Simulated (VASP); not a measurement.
# Al: single point with PBE+D3(BJ)

The system is Al.

```xyz
4
Lattice="2.8117 0.0000 0.0000 -1.4059 2.4350 0.0000 0.0000 0.0000 10.0025" Properties=species:S:1:pos:R:3 pbc="T T T"
Al    0.0000    0.0000    0.0000
Al    0.0000    1.6234    2.5006
Al    0.0000    0.0000    5.0012
Al    1.4059    0.8117    7.5019
```

This isn't the form of Al at room conditions, which is fcc.

```
Program                : VASP 6.6.1
Task                   : single point
Functional             : PBE
Dispersion             : D3(BJ)
Potentials or basis    : VASP PAW PBE potentials, release 64 (Al)
Cutoff                 : 520 eV
k mesh                 : 18 × 18 × 6
Occupations            : gaussian, width 0.15 eV
Spin                   : no spin polarisation
Dipole correction      : no
Further INCAR settings : ALGO = Normal; EDIFF = 1e-06; NBANDS = 14
```

The pressure is -4.9 GPa and the band gap on the k mesh is zero (bands 6 and 7 overlap by 4.22 eV). The dispersion energy per atom is -0.324 eV.

Stress tensor (GPa, compression positive):
```
-3.43  0.00  0.00
 0.00 -3.43  0.00
 0.00  0.00 -7.75
```

Levels at points of the mesh, in eV from the Fermi level:
```
           k point  band 3  band 4  band 5  band 6  band 7  band 8  band 9  band 10
(0.00, 0.00, 0.00)   -9.39   -5.31   -4.80    1.91    1.92   10.60   11.29    11.72
(0.50, 0.00, 0.00)   -3.64   -3.62   -3.04   -3.02    0.56    0.88    0.94     1.31
(0.00, 0.00, 0.50)   -7.58   -7.58   -1.87   -1.87    6.26    6.26   12.01    12.01
(0.50, 0.00, 0.50)   -4.39   -4.39   -1.82   -1.82   -1.22   -1.22    3.73     3.73
```

Wall time 2.1 min on 1 thread of Intel Xeon 8259CL, with other jobs on the host, peak memory 0.27 GiB.

Caveat: the cell stands under tension.
